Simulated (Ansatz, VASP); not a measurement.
**Be2Si: VASP beside Ansatz**

Contents of POSCAR:

```
Be2Si
1.0
    0.0000000000      2.6400000000      2.6400000000
    2.6400000000      0.0000000000      2.6400000000
    2.6400000000      2.6400000000      0.0000000000
Si Be
1 2
Direct
    0.0000000000      0.0000000000      0.0000000000
    0.2500000000      0.2500000000      0.2500000000
    0.7500000000      0.7500000000      0.7500000000
```

The input INCAR.step1:

```
ALGO     = Normal         # electronic algorithm
EDIFF    = 1E-4           # SCF threshold, eV
ENCUT    = 520            # plane-wave cutoff, eV
GGA      = PE             # functional
ISMEAR   = -1             # smearing method
LASPH    = True           # aspherical terms in the spheres
LCHARG   = False          # write CHGCAR
LREAL    = False          # projectors in reciprocal space
LWAVE    = True           # write WAVECAR
NBANDS   = 11             # bands
NELM     = 100            # most SCF steps
PREC     = Accurate       # precision mode
SIGMA    = 0.05           # smearing width, eV
```

File INCAR.step2:

```
ALGO     = Normal         # electronic algorithm
EDIFF    = 1E-7           # SCF threshold, eV
ENCUT    = 520            # plane-wave cutoff, eV
ISIF     = 2              # what is computed and relaxed
ISMEAR   = -1             # smearing method
ISTART   = 1            
LASPH    = True           # aspherical terms in the spheres
LCHARG   = False          # write CHGCAR
LMIXTAU  = True         
LREAL    = False          # projectors in reciprocal space
LWAVE    = False          # write WAVECAR
METAGGA  = R2SCAN         # meta-GGA
NBANDS   = 11             # bands
NELM     = 100            # most SCF steps
PREC     = Accurate       # precision mode
SIGMA    = 0.05           # smearing width, eV
```

KPOINTS

```
k-points
0
Gamma
  5 5 5
```

The input input.yaml:

```yaml
crystal:
  lattice:
    - [0.0, 2.64, 2.64]
    - [2.64, 0.0, 2.64]
    - [2.64, 2.64, 0.0]
  atoms:
    - { symbol: Si, position: [0.0, 0.0, 0.0] }
    - { symbol: Be, position: [0.25, 0.25, 0.25] }
    - { symbol: Be, position: [0.75, 0.75, 0.75] }
hamiltonian:
  xc: r2scan
  pseudopotentials: { kind: paw }
kpoints:
  mp_grid: { grid: [5, 5, 5] }
scf:
  occupations: { method: fermi_dirac, width: 0.05 }
  n_extra_bands: 7
output:
  forces: true
  stress: true
  eigenvalues: true
  dos: { projected: true, de: 0.05, nscf_kmesh: { grid: [8, 8, 8] } }
  write_density: true
  write_potential: true
  elf: true
  volumetric_format: npy
```

Alike in both runs: functional r2SCAN; k mesh 5 × 5 × 5; occupations fermi-dirac, width 0.05 eV; no spin polarisation.

|  | VASP | Ansatz |
| --- | --- | --- |
| version | VASP 6.6.1 | Ansatz 0.2.0 |
| potentials or method | VASP PAW PBE potentials, release 64 (Si, Be) | Ansatz PAW |
| plane-wave cutoff (eV) | 520 | 500 |
| valence electrons in the cell | 8 | 8 |
| task | single point | projected density of states |

Ansatz gave:

- gap on the k mesh at the Fermi level (eV): none
- pressure (GPa): 0.1

Question: Which values does VASP return?

Answer: gap on the k mesh at the Fermi level (eV): none; pressure (GPa): 0.3.

VASP's potentials were made for PBE, not for r2SCAN. A gap of «none» marks a metal or a gap that the smearing closes.

The k mesh is coarse, so the values compare programs but aren't converged.
